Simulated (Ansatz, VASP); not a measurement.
## WS3: VASP beside Ansatz

```
W S
1.0
     4.60877    0.00000    0.00000
     0.00000    4.60877    0.00000
     0.00000    0.00000    4.60877
W S
1 3
Direct
  0.00000 0.00000 0.00000
  0.00000 0.00000 0.50000
  0.00000 0.50000 0.00000
  0.50000 0.00000 0.00000
```

Alike in both runs: functional LDA; k mesh 10 × 10 × 10; occupations gaussian, width 0.1 eV; no spin polarisation.

Ansatz relaxed the structure, and its values are those at the end. VASP's run is a single point on that final structure, the one shown.

|  | VASP | Ansatz |
| --- | --- | --- |
| version | VASP 6.6.1 | Ansatz 0.2.0 |
| potentials or method | VASP PAW LDA potentials, release 64 (W_sv, S), cutoff 520 eV | scalar-relativistic, plane waves, PAW |
| valence electrons in the cell | 32 | 32 |

VASP gave:

```
gap on the k mesh at the Fermi level (eV) : none
pressure (GPa)                            : 0.2
```

**Question.** What did Ansatz give for the same quantities?

**Answer.** gap on the k mesh at the Fermi level (eV): none; pressure (GPa): 0.0.

LDA's correlation is that of Perdew and Zunger in VASP and of Perdew and Wang (1992) in Ansatz. A gap of «none» marks a metal or a gap that the smearing closes.

Neither program's run includes spin-orbit coupling.
